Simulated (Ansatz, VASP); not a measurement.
## Two plane-wave programs on MnSb

```
Sb Mn
1.0
     4.15000    0.00000    0.00000
    -2.07500    3.59401    0.00000
     0.00000    0.00000    5.78000
Sb Mn
2 2
Cartesian
  2.0750 1.1980 4.3350
  0.0000 2.3960 1.4450
  0.0000 0.0000 2.8900
  0.0000 0.0000 0.0000
```

Alike in both runs: task single point; functional PBE; k mesh 6 × 6 × 4; occupations fermi-dirac, width 0.05 eV; collinear spin; fixed moment 4 μB.

|  | VASP | Ansatz |
| --- | --- | --- |
| version | VASP 6.6.1 | Ansatz 0.2.0 |
| potentials or method | VASP PAW PBE potentials, release 64 (Sb, Mn_pv) | Ansatz PAW |
| plane-wave cutoff (eV) | 520 | 420 |
| valence electrons in the cell | 36 | 60 |

```csv
,VASP,Ansatz,Ansatz less VASP
pressure (GPa),-11.5,-11.4,+0.06
"traceless stress, the component that is largest in VASP (GPa)",-1.85,-1.89,-0.047
net moment per atom (μB),1.00,1.00,0.000
size of the moment on the site where the two differ most (μB),2.25,2.26,+0.016
```

Site moments also hang on the region over which each program counts them. VASP's potentials hold 36 valence electrons a cell and Ansatz's 60, so a difference there can come from the potentials and not from the codes.

Spin-orbit coupling is off throughout.
